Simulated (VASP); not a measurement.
Runs of VASP 6.6.1 on BN. The structure is hexagonal, space group P6_3/mmc (No. 194). Conventional cell: a = 2.498 Å, b = 2.498 Å, c = 6.636 Å, α = 90.00°, β = 90.00°, γ = 120.00°. B (site symmetry -6m2) has 3 N at 1.44 Å within 1.9 Å. N (site symmetry -6m2) has 3 B at 1.44 Å within 1.9 Å. 

```csv
k mesh,gap on the mesh (eV),pressure (GPa)
3 × 3 × 1,(a),3.1
6 × 6 × 2,4.18,2.5
12 × 12 × 4,4.18,2.5
18 × 18 × 4,4.14,2.5
```

Alike in all rows: task single point; level PBEsol; potentials or basis VASP PAW PBE potentials, release 64 (B, N); no spin polarisation; cell as given; cutoff (eV) 520; smearing gaussian 0.01 eV.

Problem. Fill in the values left out.

Solution. (a) 4.85.

Caveats: some runs use coarse meshes; the PAW data sets were made with another functional, which shifts forces and pressure a little; this functional lacks dispersion, which binds the layers, so the pressure and a relaxed spacing across them are unreliable.

A k mesh can miss the band edges.
